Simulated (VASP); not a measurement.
# ZnO (zincite) in VASP: single point with PBE

Aim: the single point of ZnO (zincite) with PBE.

All numbers are computed with VASP 6.6.1; they aren't measurements. Logs are shortened: lines on timing, memory, paths and dates and some standing lists are left out, and cuts for length are marked.

### 1 The cell of the first run

The typed cell holds 4 atoms: a = 3.249 Å, b = 3.249 Å, c = 5.206 Å, α = 90.00°, β = 90.00°, γ = 120.00°.

### 2 Single point, PBE

Input file INCAR:

```
ALGO = Normal ; EDIFF = 1E-6
ENCUT = 520 ; GGA = PE
ISIF = 2 ; ISMEAR = 0
LASPH = T ; LCHARG = F
LREAL = F ; LWAVE = F
NBANDS = 26 ; NELM = 60
PREC = Accurate ; SIGMA = 0.01
```

Input file KPOINTS:

```
k-points
0
Gamma
  6 6 4
```

Input file POSCAR:

```
ZnO
1.0
    3.2493080000      0.0000000000      0.0000000000
   -1.6246540000      2.8139832700      0.0000000000
    0.0000000000      0.0000000000      5.2057090000
Zn O
2 2
Direct
    0.3247233411      0.6810874309      0.5082154841
    0.6581736140      0.3479339845      0.0082149085
    0.6580590591      0.3477670608      0.3892429009
    0.3248326303      0.6812625085      0.8892429421
```

Potentials or basis: VASP PAW PBE potentials, release 64 (Zn, O).

Launch:

```bash
$ cat potpaw_PBE.64/Zn/POTCAR potpaw_PBE.64/O/POTCAR > POTCAR
$ mpirun -np 1 vasp_std > vasp.out
```

OUTCAR:

```text
EDIFF = 1E-6
   ENCUT = 520
   GGA = PE
   ISIF = 2
   ISMEAR = 0
   LASPH = T
   LREAL = F
   NELM = 60
   PREC = Accurate

 ion  position               nearest neighbor table
   1  0.325  0.681  0.508-   3 1.98   3 1.98   3 1.98   4 1.98
   2  0.658  0.348  0.008-   4 1.98   4 1.98   4 1.98   3 1.98
   3  0.658  0.348  0.389-   1 1.98   1 1.98   1 1.98   2 1.98
   4  0.325  0.681  0.889-   2 1.98   2 1.98   2 1.98   1 1.98

  LATTYP: Found a hexagonal cell.
 ALAT       =     3.2493080000
 C/A-ratio  =     1.6020977390

  Lattice vectors:

 A1 = (   3.2493080000,   0.0000000000,   0.0000000000)
 A2 = (  -1.6246540000,   2.8139832700,   0.0000000000)
 A3 = (   0.0000000000,   0.0000000000,   5.2057090000)

Analysis of symmetry for initial positions (statically):
=====================================================================
 Subroutine PRICEL returns:
 Original cell was already a primitive cell.

 Routine SETGRP: Setting up the symmetry group for a
 hexagonal supercell.

 Subroutine GETGRP returns: Found  2 space group operations
 (whereof  1 operations were pure point group operations)
 out of a pool of 24 trial point group operations.

The static configuration has the point symmetry C_1 .
 The point group associated with its full space group is C_2 .

Analysis of symmetry for dynamics (positions and initial velocities):
=====================================================================
 Subroutine PRICEL returns:
 Original cell was already a primitive cell.

 Routine SETGRP: Setting up the symmetry group for a
 hexagonal supercell.

 Subroutine GETGRP returns: Found  2 space group operations
 (whereof  1 operations were pure point group operations)
 out of a pool of 24 trial point group operations.

The dynamic configuration has the point symmetry C_1 .
 The point group associated with its full space group is C_2 .

 Subroutine INISYM returns: Found  2 space group operations
 (whereof  1 operations are pure point group operations),
 and found     1 'primitive' translations

----------------------------------------------------------------------------------------

                                     Primitive cell

  volume of cell :      47.5984

  direct lattice vectors                    reciprocal lattice vectors
     3.249308000  0.000000000  0.000000000     0.307757836  0.177684070  0.000000000
    -1.624654000  2.813983270  0.000000000     0.000000000  0.355368140  0.000000000
     0.000000000  0.000000000  5.205709000     0.000000000  0.000000000  0.192096792

  length of vectors
     3.249308000  3.249307998  5.205709000     0.355368140  0.355368140  0.192096792

  position of ions in fractional coordinates (direct lattice)
     0.324723341  0.681087431  0.508215484
     0.658173614  0.347933985  0.008214909
     0.658059059  0.347767061  0.389242901
     0.324832630  0.681262508  0.889242942

  ion indices of the primitive-cell ions
   primitive index   ion index
                 1           1
                 2           2
                 3           3
                 4           4

----------------------------------------------------------------------------------------

 KPOINTS: k-points

Automatic generation of k-mesh.
 Grid dimensions read from file:
 generate k-points for:    6    6    4

 Generating k-lattice:

  Cartesian coordinates                     Fractional coordinates (reciprocal lattice)
     0.051292973  0.029614012  0.000000000     0.166666667  0.000000000  0.000000000
     0.000000000  0.059228023  0.000000000     0.000000000  0.166666667  0.000000000
     0.000000000  0.000000000  0.048024198     0.000000000  0.000000000  0.250000000

  Length of vectors
     0.059228023  0.059228023  0.048024198

  Shift w.r.t. Gamma in fractional coordinates (k-lattice)
     0.000000000  0.000000000  0.000000000

 Subroutine IBZKPT returns following result:
 ===========================================

 Found     60 irreducible k-points:

 Following reciprocal coordinates:
            Coordinates               Weight
  0.000000  0.000000  0.000000      1.000000
  0.166667  0.000000  0.000000      2.000000
  0.000000  0.166667  0.000000      2.000000
 -0.166667  0.166667  0.000000      2.000000
  0.333333  0.000000  0.000000      2.000000
  0.000000  0.333333  0.000000      2.000000
[... 16 lines left out ...]
  0.000000  0.166667  0.250000      4.000000
 -0.166667  0.166667  0.250000      4.000000
 [... further k-points ...]
   k-points           NKPTS =     60   k-points in BZ     NKDIM =     60   number of bands    NBANDS=     26
   number of dos      NEDOS =    301   number of ions     NIONS =      4
   total plane-waves  NPLWV =  23040
   dimension x,y,z NGX =    24 NGY =   24 NGZ =   40
   dimension x,y,z NGXF=    48 NGYF=   48 NGZF=   80
   ions per type =               2   2
   NGX,Y,Z   is equivalent  to a cutoff of  12.28, 12.28, 12.77 a.u.
   NGXF,Y,Z  is equivalent  to a cutoff of  24.56, 24.56, 25.55 a.u.
 SYSTEM =  unknown system
   PREC   = accura    normal or accurate (medium, high low for compatibility)
   ISTART =      0    job   : 0-new  1-cont  2-samecut
   ICHARG =      2    charge: 1-file 2-atom 10-const
   ISPIN  =      1    spin polarized calculation?
   LNONCOLLINEAR =      F non collinear calculations
   LSORBIT =      F    spin-orbit coupling
   LASPH  =      T    aspherical Exc in radial PAW
   ENCUT  =  520.0 eV  38.22 Ry    6.18 a.u.   6.04  6.04  9.68*2*pi/ulx,y,z
   NELM   =     60;   NELMIN=  2; NELMDL= -5     # of ELM steps
   EDIFF  = 0.1E-05   stopping-criterion for ELM
   LREAL  =      F    real-space projection
   EDIFFG = 0.1E-04   stopping-criterion for IOM
   NSW    =      0    number of steps for IOM
   IBRION =     -1    ionic relax: 0-MD 1-quasi-New 2-CG
   NFREE  =      0    steps in history (QN), initial steepest desc. (CG)
   ISIF   =      2    stress and relaxation
   ISYM   =      2    0-nonsym 1-usesym 2-fastsym
   POTIM  = 0.5000    time-step for ionic-motion
   TEBEG  =    0.0;   TEEND  =   0.0 temperature during run
   PSTRESS=    0.0 pullay stress
   NELECT =      36.0000    total number of electrons
   NUPDOWN=      -1.0000    fix difference up-down
   EMIN   =  10.00;   EMAX   =-10.00  energy-range for DOS
   EFERMI =   0.00;   METHOD = LEGACY
   ISMEAR =     0;   SIGMA  =   0.01  broadening in eV -4-tet -1-fermi 0-gaus
   EFERMI_NEDOS =   21; number of points for ismear=-14 and -15
   IALGO  =     38    algorithm
   IMIX   =      4    mixing-type and parameters
     AMIX     =   0.40;   BMIX     =  1.00
     AMIX_MAG =   1.60;   BMIX_MAG =  1.00
  volume/ion in A,a.u.               =      11.90        80.30
  Fermi-wavevector in a.u.,A,eV,Ry     =   1.491574  2.818667 30.270160  2.224794
  Thomas-Fermi vector in A             =   2.604212
   LORBIT       =      0    0 simple, 1 ext, 2 COOP (PROOUT), +10 PAW based schemes
   GGA     = PE    functional components
   LHFCALC =     F    Hartree Fock is set to
   AEXX    =    0.0000 exact exchange contribution
   IVDW    =     0    specifies the selected vdW correction
   LEPSILON=     F    determine dielectric tensor
   LRPA    =     F    only Hartree local field effects (RPA)
 non-spin polarized calculation
 Gauss-broadening in eV      SIGMA  =   0.01
  energy-cutoff  :      520.00
  volume of cell :       47.60
 maximum number of plane-waves:      1302
   NGX = 13   NGY = 13   NGZ = 19

 number of electron      36.0000003 magnetization

 Free energy of the ion-electron system (eV)
  ---------------------------------------------------
  ext. energy  EPLUGINS =         0.00000000
  ---------------------------------------------------
  free energy    TOTEN  =       -17.82087921 eV

  energy without entropy =      -17.82087921  energy(sigma->0) =      -17.82087921

 E-fermi :   1.3045     XC(G=0): -10.9107

 val. band max:        1.2060978525   @ k =   0.0000   0.0000   0.0000
 cond. band min:       1.9939444959   @ k =   0.0000   0.0000   0.0000
 fundamental gap:      0.7878466434
 Fermi energy:         1.3045458942

 k-point     1 :       0.0000    0.0000    0.0000
  band No.  band energies     occupation
      1     -16.8853      2.00000
      2     -16.1558      2.00000
      3      -4.4951      2.00000
      4      -4.4948      2.00000
      5      -4.4246      2.00000
      6      -4.4114      2.00000
[... 18 lines left out ...]
     25      15.3196      0.00000
     26      15.3219      0.00000

 k-point     2 :       0.1667    0.0000    0.0000
  band No.  band energies     occupation
      1     -16.7394      2.00000
      2     -16.0943      2.00000
      3      -4.6453      2.00000
      4      -4.4114      2.00000
      5      -4.3758      2.00000
      6      -4.3066      2.00000
[... 18 lines left out ...]
     25      15.2914      0.00000
     26      15.5295      0.00000

 k-point     3 :       0.0000    0.1667    0.0000
  band No.  band energies     occupation
      1     -16.7394      2.00000
      2     -16.0943      2.00000
      3      -4.6452      2.00000
      4      -4.4117      2.00000
      5      -4.3756      2.00000
      6      -4.3069      2.00000
[... 18 lines left out ...]
     25      15.2925      0.00000
     26      15.5284      0.00000

 k-point     4 :      -0.1667    0.1667    0.0000
  band No.  band energies     occupation
      1     -16.7394      2.00000
      2     -16.0943      2.00000
      3      -4.6453      2.00000
      4      -4.4115      2.00000
      5      -4.3758      2.00000
      6      -4.3066      2.00000
[... 18 lines left out ...]
     25      15.2916      0.00000
     26      15.5293      0.00000

 k-point     5 :       0.3333    0.0000    0.0000
  band No.  band energies     occupation
      1     -16.4107      2.00000
      2     -15.9923      2.00000
      3      -4.7981      2.00000
      4      -4.4432      2.00000
      5      -4.2749      2.00000
      6      -4.0735      2.00000
[... 18 lines left out ...]
     25      14.6290      0.00000
     26      15.2862      0.00000

 k-point     6 :       0.0000    0.3333    0.0000
  band No.  band energies     occupation
      1     -16.4106      2.00000
      2     -15.9923      2.00000
      3      -4.7980      2.00000
      4      -4.4431      2.00000
      5      -4.2751      2.00000
      6      -4.0735      2.00000
[... 427 lines left out ...]
 k-point    21 :       0.0000    0.0000    0.2500
  band No.  band energies     occupation
      1     -16.7834      2.00000
      2     -16.2674      2.00000
      3      -4.6121      2.00000
      4      -4.5345      2.00000
      5      -4.4800      2.00000
      6      -4.4798      2.00000
[... 18 lines left out ...]
     25      14.9238      0.00000
     26      14.9253      0.00000

 k-point    22 :       0.1667    0.0000    0.2500
  band No.  band energies     occupation
      1     -16.6476      2.00000
      2     -16.1910      2.00000
      3      -4.7105      2.00000
      4      -4.6009      2.00000
      5      -4.3902      2.00000
      6      -4.3522      2.00000
[... 18 lines left out ...]
     25      14.3322      0.00000
     26      15.1094      0.00000

 k-point    23 :       0.0000    0.1667    0.2500
  band No.  band energies     occupation
      1     -16.6476      2.00000
      2     -16.1910      2.00000
      3      -4.7105      2.00000
      4      -4.6006      2.00000
      5      -4.3904      2.00000
      6      -4.3521      2.00000
[... 18 lines left out ...]
     25      14.3330      0.00000
     26      15.1086      0.00000

 k-point    24 :      -0.1667    0.1667    0.2500
  band No.  band energies     occupation
      1     -16.6476      2.00000
      2     -16.1910      2.00000
      3      -4.7106      2.00000
      4      -4.6008      2.00000
      5      -4.3903      2.00000
      6      -4.3521      2.00000
[... 18 lines left out ...]
     25      14.3323      0.00000
     26      15.1092      0.00000

 [... further k-points ...]
[... 5 lines left out ...]
  --------------------------------------------------------------------------------------
  -------------------------------------------------------------------------------------
  Total        1.7112668      1.7109435      1.9118784     -0.0002851      0.0000000      0.0000000
  in kB       57.6017970     57.5909144     64.3544492     -0.0095961      0.0000000      0.0000000
  external PRESSURE =      59.8490535 kB  Pullay stress =       0.0000000 kB

 VOLUME and BASIS-vectors are now :
 -----------------------------------------------------------------------------
  energy-cutoff  :      520.00
  volume of cell :       47.60
      direct lattice vectors                 reciprocal lattice vectors
     3.249308000  0.000000000  0.000000000     0.307757836  0.177684070  0.000000000
    -1.624654000  2.813983270  0.000000000     0.000000000  0.355368140  0.000000000
     0.000000000  0.000000000  5.205709000     0.000000000  0.000000000  0.192096792

 POSITION                                       TOTAL-FORCE (eV/Angst)
 -----------------------------------------------------------------------------------
     -0.05141      1.91657      2.64562        -0.000059      0.000331     -0.000973
      1.57334      0.97908      0.04276         0.000059     -0.000331     -0.000973
      1.57324      0.97861      2.02629         0.000063      0.000207      0.000973
     -0.05133      1.91706      4.62914        -0.000063     -0.000207      0.000973
 -----------------------------------------------------------------------------------
    total drift:                                0.033761     -0.024438     -0.002607

  FREE ENERGIE OF THE ION-ELECTRON SYSTEM (eV)
  ---------------------------------------------------
  free  energy   TOTEN  =       -17.8208792064 eV

  energy  without entropy=      -17.8208792064  energy(sigma->0) =      -17.82087921
```

Wall time 22 s (1 thread of Intel Xeon 6975P-C (Granite Rapids), shared host); peak memory 0.19 GiB.

Results:

| Item | Value |
| --- | --- |
| Free energy | -17.8209 eV |
| Pressure | 6.0 GPa |
| Band gap on the k mesh | 0.79 eV, direct |

Levels at points of the mesh, in eV from the valence-band top:
| k point | band 15 | band 16 | band 17 | band 18 | band 19 | band 20 | band 21 | band 22 |
| --- | --- | --- | --- | --- | --- | --- | --- | --- |
| (0.00, 0.00, 0.00) | -0.79 | -0.09 | 0.00 | 0.00 | 0.79 | 5.20 | 8.25 | 12.84 |
| (0.50, 0.00, 0.00) | -2.82 | -2.28 | -1.27 | -0.85 | 5.77 | 6.86 | 7.63 | 8.47 |
| (0.00, 0.50, 0.00) | -2.82 | -2.28 | -1.27 | -0.85 | 5.77 | 6.86 | 7.63 | 8.47 |
| (0.50, 0.50, 0.00) | -2.82 | -2.28 | -1.27 | -0.85 | 5.77 | 6.86 | 7.63 | 8.47 |
| (0.00, 0.00, 0.50) | -0.39 | -0.39 | -0.39 | -0.39 | 3.46 | 3.46 | 10.10 | 10.10 |
| (0.50, 0.00, 0.50) | -1.52 | -1.52 | -1.35 | -1.35 | 5.72 | 5.72 | 8.43 | 8.43 |
| (0.00, 0.50, 0.50) | -1.52 | -1.52 | -1.35 | -1.35 | 5.72 | 5.72 | 8.43 | 8.43 |
| (0.50, 0.50, 0.50) | -1.52 | -1.52 | -1.35 | -1.35 | 5.72 | 5.72 | 8.43 | 8.43 |

Expect the measured gap to be larger: semilocal functionals such as PBE lack the derivative discontinuity.
